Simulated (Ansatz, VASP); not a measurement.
**Two plane-wave programs on TaSi2**

```
CELL_PARAMETERS angstrom
-1.64227 1.64227 4.10657
1.64227 -1.64227 4.10657
1.64227 1.64227 -4.10657
ATOMIC_POSITIONS crystal
Ta 0.00000 0.00000 0.00000
Si 0.33215 0.33215 0.00000
Si 0.66785 0.66785 0.00000
```

Alike in both runs: functional PBE; k mesh 8 × 8 × 8; occupations gaussian, width 0.2 eV; no spin polarisation.

Ansatz relaxed the structure, and its values are those at the end. VASP's run is a single point on that final structure, the one shown.

|  | VASP | Ansatz |
| --- | --- | --- |
| version | VASP 6.6.1 | Ansatz 0.2.0 |
| potentials or method | VASP PAW PBE potentials, release 64 (Ta_pv, Si), cutoff 520 eV | scalar-relativistic, plane waves, PAW |
| valence electrons in the cell | 19 | 21 |

VASP gave:

```
gap on the k mesh at the Fermi level (eV) : none
pressure (GPa)                            : 0.0
rms of the force components (eV/Å)        : 0.035
```

Q: Estimate Ansatz's values.

A: gap on the k mesh at the Fermi level (eV): none; pressure (GPa): 0.0; rms of the force components (eV/Å): 0.034.

A gap of «none» marks a metal or a gap that the smearing closes. VASP's potentials hold 19 valence electrons a cell and Ansatz's 21, so a difference there can come from the potentials and not from the codes.

Spin-orbit coupling is off throughout.
